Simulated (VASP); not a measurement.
# CdH2O2 (P3m1) in VASP: single point with PBEsol

Aim: the single point of CdH2O2 with PBEsol.

Everything below comes from runs of VASP 6.6.1. Logs are shortened: lines on timing, memory, paths and dates and some standing lists are left out, and cuts for length are marked.

## Step 1: The cell of the first run

Symmetry: P3m1, No. 156, trigonal system. Conventional cell: a = 3.840 Å, b = 3.840 Å, c = 4.441 Å, α = 90.00°, β = 90.00°, γ = 120.00°. Within 3.0 Å of Cd (site symmetry 3m) lie 6 H at 2.22 to 2.97 Å and 6 O at 2.39 to 2.43 Å. Within 1.3 Å of H (site symmetry 3m) lie 1 O at 0.99 Å. H (site symmetry 3m) has 1 O at 0.98 Å within 1.3 Å. O (site symmetry 3m) has 1 H at 0.99 Å within 1.3 Å. Within 1.3 Å of O (site symmetry 3m) lie 1 H at 0.98 Å.

## Step 2: Single point, PBEsol

Contents of INCAR:

```
PREC = Accurate
ENCUT = 520
EDIFF = 1E-6
ISMEAR = 0
SIGMA = 0.05
LREAL = F
LASPH = T
NELM = 80
ALGO = Normal
ISIF = 2
LWAVE = F
LCHARG = F
GGA = PS
NBANDS = 21
```

Contents of KPOINTS:

```
regular mesh
0
Gamma
  9 9 6
```

Contents of POSCAR:

```
CdH2O2
1.0
    3.8398216553      0.0000000000      0.0000000000
   -1.9199108277      3.3253830995      0.0000000000
    0.0000000000      0.0000000000      4.4413930000
Cd H O
1 2 2
Direct
    0.3333333333      0.6666666667      0.9873000000
    0.0000000000      0.0000000000      0.0080770000
    0.6666666667      0.3333333333      0.4318850000
    0.0000000000      0.0000000000      0.7861940000
    0.6666666667      0.3333333333      0.2118940000
```

Potentials or basis: VASP PAW PBE potentials, release 64 (Cd, H, O).

Launch:

```bash
$ cat potpaw_PBE.64/Cd/POTCAR potpaw_PBE.64/H/POTCAR potpaw_PBE.64/O/POTCAR > POTCAR
$ mpirun -np 1 vasp_std > vasp.out
```

OUTCAR:

```text
PREC = Accurate
   ENCUT = 520
   EDIFF = 1E-6
   ISMEAR = 0
   LREAL = F
   LASPH = T
   NELM = 80
   ISIF = 2
   GGA = PS

 ion  position               nearest neighbor table
   1  0.333  0.667  0.987-   2 2.22   2 2.22   2 2.22   4 2.39   4 2.39   4 2.39   5 2.43   5 2.43
                             5 2.43
   2  0.000  0.000  0.008-   4 0.99   1 2.22   1 2.22   1 2.22
   3  0.667  0.333  0.432-   5 0.98
   4  0.000  0.000  0.786-   2 0.99   1 2.39   1 2.39   1 2.39
   5  0.667  0.333  0.212-   3 0.98   1 2.43   1 2.43   1 2.43

  LATTYP: Found a hexagonal cell.
 ALAT       =     3.8398216553
 C/A-ratio  =     1.1566664806

  Lattice vectors:

 A1 = (   3.8398216553,   0.0000000000,   0.0000000000)
 A2 = (  -1.9199108277,   3.3253830995,   0.0000000000)
 A3 = (   0.0000000000,   0.0000000000,   4.4413930000)

Analysis of symmetry for initial positions (statically):
=====================================================================
 Subroutine PRICEL returns:
 Original cell was already a primitive cell.

 Routine SETGRP: Setting up the symmetry group for a
 hexagonal supercell.

 Subroutine GETGRP returns: Found  6 space group operations
 (whereof  6 operations were pure point group operations)
 out of a pool of 24 trial point group operations.

The static configuration has the point symmetry C_3v.

Analysis of symmetry for dynamics (positions and initial velocities):
=====================================================================
 Subroutine PRICEL returns:
 Original cell was already a primitive cell.

 Routine SETGRP: Setting up the symmetry group for a
 hexagonal supercell.

 Subroutine GETGRP returns: Found  6 space group operations
 (whereof  6 operations were pure point group operations)
 out of a pool of 24 trial point group operations.

The dynamic configuration has the point symmetry C_3v.

 Subroutine INISYM returns: Found  6 space group operations
 (whereof  6 operations are pure point group operations),
 and found     1 'primitive' translations

----------------------------------------------------------------------------------------

                                     Primitive cell

  volume of cell :      56.7116

  direct lattice vectors                    reciprocal lattice vectors
     3.839821655  0.000000000  0.000000000     0.260428762  0.150358616  0.000000000
    -1.919910828  3.325383100  0.000000000     0.000000000  0.300717232  0.000000000
     0.000000000  0.000000000  4.441393000     0.000000000  0.000000000  0.225154586

  length of vectors
     3.839821655  3.839821655  4.441393000     0.300717232  0.300717232  0.225154586

  position of ions in fractional coordinates (direct lattice)
     0.333333333  0.666666667  0.987300000
     0.000000000  0.000000000  0.008077000
     0.666666667  0.333333333  0.431885000
     0.000000000  0.000000000  0.786194000
     0.666666667  0.333333333  0.211894000

  ion indices of the primitive-cell ions
   primitive index   ion index
                 1           1
                 2           2
                 3           3
                 4           4
                 5           5

----------------------------------------------------------------------------------------

 KPOINTS: regular mesh

Automatic generation of k-mesh.
 Grid dimensions read from file:
 generate k-points for:    9    9    6

 Generating k-lattice:

  Cartesian coordinates                     Fractional coordinates (reciprocal lattice)
     0.028936529  0.016706513  0.000000000     0.111111111  0.000000000  0.000000000
     0.000000000  0.033413026  0.000000000     0.000000000  0.111111111  0.000000000
     0.000000000  0.000000000  0.037525764     0.000000000  0.000000000  0.166666667

  Length of vectors
     0.033413026  0.033413026  0.037525764

  Shift w.r.t. Gamma in fractional coordinates (k-lattice)
     0.000000000  0.000000000  0.000000000

 Subroutine IBZKPT returns following result:
 ===========================================

 Found     62 irreducible k-points:

 Following reciprocal coordinates:
            Coordinates               Weight
  0.000000  0.000000  0.000000      1.000000
  0.111111  0.000000  0.000000      6.000000
  0.222222 -0.000000  0.000000      6.000000
  0.333333 -0.000000  0.000000      6.000000
  0.444444 -0.000000  0.000000      6.000000
  0.111111  0.111111  0.000000      6.000000
[... 16 lines left out ...]
  0.222222  0.111111  0.166667     12.000000
 -0.111111  0.333333  0.166667     12.000000
 [... further k-points ...]
   k-points           NKPTS =     62   k-points in BZ     NKDIM =     62   number of bands    NBANDS=     21
   number of dos      NEDOS =    301   number of ions     NIONS =      5
   total plane-waves  NPLWV =  32400
   dimension x,y,z NGX =    30 NGY =   30 NGZ =   36
   dimension x,y,z NGXF=    60 NGYF=   60 NGZF=   72
   ions per type =               1   2   2
   NGX,Y,Z   is equivalent  to a cutoff of  12.99, 12.99, 13.48 a.u.
   NGXF,Y,Z  is equivalent  to a cutoff of  25.98, 25.98, 26.95 a.u.
 SYSTEM =  unknown system
   PREC   = accura    normal or accurate (medium, high low for compatibility)
   ISTART =      0    job   : 0-new  1-cont  2-samecut
   ICHARG =      2    charge: 1-file 2-atom 10-const
   ISPIN  =      1    spin polarized calculation?
   LNONCOLLINEAR =      F non collinear calculations
   LSORBIT =      F    spin-orbit coupling
   LASPH  =      T    aspherical Exc in radial PAW
   ENCUT  =  520.0 eV  38.22 Ry    6.18 a.u.   7.14  7.14  8.26*2*pi/ulx,y,z
   NELM   =     80;   NELMIN=  2; NELMDL= -5     # of ELM steps
   EDIFF  = 0.1E-05   stopping-criterion for ELM
   LREAL  =      F    real-space projection
   EDIFFG = 0.1E-04   stopping-criterion for IOM
   NSW    =      0    number of steps for IOM
   IBRION =     -1    ionic relax: 0-MD 1-quasi-New 2-CG
   NFREE  =      0    steps in history (QN), initial steepest desc. (CG)
   ISIF   =      2    stress and relaxation
   ISYM   =      2    0-nonsym 1-usesym 2-fastsym
   POTIM  = 0.5000    time-step for ionic-motion
   TEBEG  =    0.0;   TEEND  =   0.0 temperature during run
   PSTRESS=    0.0 pullay stress
   NELECT =      26.0000    total number of electrons
   NUPDOWN=      -1.0000    fix difference up-down
   EMIN   =  10.00;   EMAX   =-10.00  energy-range for DOS
   EFERMI =   0.00;   METHOD = LEGACY
   ISMEAR =     0;   SIGMA  =   0.05  broadening in eV -4-tet -1-fermi 0-gaus
   EFERMI_NEDOS =   21; number of points for ismear=-14 and -15
   IALGO  =     38    algorithm
   IMIX   =      4    mixing-type and parameters
     AMIX     =   0.40;   BMIX     =  1.00
     AMIX_MAG =   1.60;   BMIX_MAG =  1.00
  volume/ion in A,a.u.               =      11.34        76.54
  Fermi-wavevector in a.u.,A,eV,Ry     =   1.262337  2.385471 21.680810  1.593495
  Thomas-Fermi vector in A             =   2.395750
   LORBIT       =      0    0 simple, 1 ext, 2 COOP (PROOUT), +10 PAW based schemes
   GGA     = PS    functional components
   LHFCALC =     F    Hartree Fock is set to
   AEXX    =    0.0000 exact exchange contribution
   IVDW    =     0    specifies the selected vdW correction
   LEPSILON=     F    determine dielectric tensor
   LRPA    =     F    only Hartree local field effects (RPA)
 non-spin polarized calculation
 Gauss-broadening in eV      SIGMA  =   0.05
  energy-cutoff  :      520.00
  volume of cell :       56.71
 maximum number of plane-waves:      1554
 NGX is ok and might be reduce to    30
   NGX = 15   NGY = 15   NGZ = 17

 number of electron      26.0000010 magnetization

 Free energy of the ion-electron system (eV)
  ---------------------------------------------------
  ext. energy  EPLUGINS =         0.00000000
  ---------------------------------------------------
  free energy    TOTEN  =       -22.51822252 eV

  energy without entropy =      -22.51822252  energy(sigma->0) =      -22.51822252

 E-fermi :  -0.7595     XC(G=0):  -9.4522

 val. band max:       -0.9807410023   @ k =   0.4444  -0.0000   0.0000
 cond. band min:       0.1445524876   @ k =   0.0000   0.0000   0.0000
 fundamental gap:      1.1252934899
 Fermi energy:        -0.7595200433

 k-point     1 :       0.0000    0.0000    0.0000
  band No.  band energies     occupation
      1     -19.2127      2.00000
      2     -18.1592      2.00000
      3      -7.9194      2.00000
      4      -7.7326      2.00000
      5      -7.7326      2.00000
      6      -7.1276      2.00000
[... 13 lines left out ...]
     20      13.0709      0.00000
     21      15.0354      0.00000

 k-point     2 :       0.1111    0.0000    0.0000
  band No.  band energies     occupation
      1     -19.1770      2.00000
      2     -18.1822      2.00000
      3      -7.9052      2.00000
      4      -7.6869      2.00000
      5      -7.6516      2.00000
      6      -7.1481      2.00000
[... 13 lines left out ...]
     20      12.5156      0.00000
     21      15.1427      0.00000

 k-point     3 :       0.2222   -0.0000    0.0000
  band No.  band energies     occupation
      1     -19.0821      2.00000
      2     -18.2438      2.00000
      3      -7.8234      2.00000
      4      -7.5712      2.00000
      5      -7.5211      2.00000
      6      -7.1625      2.00000
[... 13 lines left out ...]
     20      13.0749      0.00000
     21      14.5890      0.00000
[... 457 lines left out ...]
 k-point    23 :       0.2222    0.1111    0.1667
  band No.  band energies     occupation
      1     -18.9833      2.00000
      2     -18.3122      2.00000
      3      -7.7009      2.00000
      4      -7.5481      2.00000
      5      -7.4669      2.00000
      6      -7.1498      2.00000
[... 13 lines left out ...]
     20      12.9345      0.00000
     21      13.8570      0.00000

 k-point    24 :      -0.1111    0.3333    0.1667
  band No.  band energies     occupation
      1     -18.9855      2.00000
      2     -18.3092      2.00000
      3      -7.7798      2.00000
      4      -7.4982      2.00000
      5      -7.4577      2.00000
      6      -7.1525      2.00000
[... 13 lines left out ...]
     20      12.8853      0.00000
     21      13.5703      0.00000

 [... further k-points ...]
[... 5 lines left out ...]
  --------------------------------------------------------------------------------------
  -------------------------------------------------------------------------------------
  Total       -1.7811197     -1.7811197     -0.4475731      0.0000000      0.0000000      0.0000000
  in kB      -50.3189705    -50.3189705    -12.6445282      0.0000000      0.0000000      0.0000000
  external PRESSURE =     -37.7608231 kB  Pullay stress =       0.0000000 kB

 VOLUME and BASIS-vectors are now :
 -----------------------------------------------------------------------------
  energy-cutoff  :      520.00
  volume of cell :       56.71
      direct lattice vectors                 reciprocal lattice vectors
     3.839821655  0.000000000  0.000000000     0.260428762  0.150358616  0.000000000
    -1.919910828  3.325383100  0.000000000     0.000000000  0.300717232  0.000000000
     0.000000000  0.000000000  4.441393000     0.000000000  0.000000000  0.225154586

 POSITION                                       TOTAL-FORCE (eV/Angst)
 -----------------------------------------------------------------------------------
     -0.00000      2.21692      4.38499         0.000000      0.000000     -0.043892
      0.00000      0.00000      0.03587        -0.000000     -0.000000      0.279361
      1.91991      1.10846      1.91817        -0.000000     -0.000000      0.169892
      0.00000      0.00000      3.49180        -0.000000      0.000000      0.126076
      1.91991      1.10846      0.94110         0.000000      0.000000     -0.531438
 -----------------------------------------------------------------------------------
    total drift:                               -0.000000      0.000000      0.000619

  FREE ENERGIE OF THE ION-ELECTRON SYSTEM (eV)
  ---------------------------------------------------
  free  energy   TOTEN  =       -22.5182225223 eV

  energy  without entropy=      -22.5182225223  energy(sigma->0) =      -22.51822252
```

Run time: 73 s. Hardware: 1 thread of Intel Xeon Platinum 8259CL at 2.50GHz (Skylake/Cascade Lake), shared host; peak memory 0.22 GiB.

Results:

* Free energy: -22.5182 eV
* Pressure: -3.8 GPa
* Largest force: 0.531 eV/Å
* Band gap on the k mesh: 1.13 eV (least direct gap 1.65 eV)

Forces in eV/Å, atoms in the order of the input:
```
Cd   0.000  0.000 -0.044
H    0.000  0.000  0.279
H    0.000  0.000  0.170
O    0.000  0.000  0.126
O    0.000  0.000 -0.531
```

Caveat: the cell stands under tension; the PAW data sets were made with another functional, which shifts forces and pressure a little; an odd mesh through Γ misses points on the zone boundary, where band edges can lie.
